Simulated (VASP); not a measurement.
Set up this calculation in VASP 6.6.1, as the native input.

| Quantity | Value |
| --- | --- |
| Task | single point |
| Functional | LDA |
| Potentials or basis | VASP PAW LDA potentials, release 64 (Al, N) |
| Cutoff | 520 eV |
| k mesh | 8 × 6 × 4 |
| Occupations | gaussian, width 0.05 eV |
| Spin | no spin polarisation |
| Dipole correction | no |
| Further INCAR settings | ALGO = Normal; EDIFF = 1e-06; NBANDS = 26 |

The structure of AlN lies in POSCAR:

```
AlN
1.0
   -1.6378403119      2.8368226349      0.0000000000
    0.0000000000      0.0000000000      4.1006264518
    4.9135209358      2.8368226349      0.0000000000
Al N
4 4
Direct
    0.4810726359      0.7500000000      0.1855940308
    1.0000000000      0.7500000000      0.6666666667
    0.0000000000      0.2500000000      0.3333333333
    0.5000000000      0.2500000000      0.8333333333
    0.5000000000      0.2500000000      0.1666666667
    1.0000000000      0.2500000000      0.6666666667
    0.0000000000      0.7500000000      0.3333333333
    0.5000000000      0.7500000000      0.8333333333
```

This cell differs from its parent crystal: atom 1 (Al) moved by +0.124 Å along [1 0 0] and +0.000 Å along [1 2 0].

One way to write it, as run:

INCAR

```
SYSTEM = AlN
PREC = Accurate
ENCUT = 520
EDIFF = 1E-6
ISMEAR = 0
SIGMA = 0.05
LREAL = .FALSE.
LASPH = .TRUE.
NELM = 80
ALGO = Normal
ISIF = 2
LWAVE = .FALSE.
LCHARG = .FALSE.
GGA = CA
NBANDS = 26
```

KPOINTS

```
regular mesh
0
G
  8 6 4
  0 0 0
```

Potentials or basis: VASP PAW LDA potentials, release 64 (Al, N).

Command:

```sh
$ cat potpaw_LDA.64/Al/POTCAR potpaw_LDA.64/N/POTCAR > POTCAR
$ mpirun -np 1 vasp_std > vasp.out
```

It gave:

```
Pressure               : 1.4 GPa
Largest force          : 2.786 eV/Å
Band gap on the k mesh : 3.52 eV
```

Caveat: the cell differs from its parent crystal (atom 1 (Al) moved by +0.124 Å along [1 0 0] and +0.000 Å along [1 2 0]); forces of over 1 eV/Å act on the atoms, so gaps and moduli don't describe the material at rest.

It took 51 s on 1 thread of AMD EPYC 9R45 96-Core Processor (Zen 5) (shared host), peak memory 0.19 GiB.
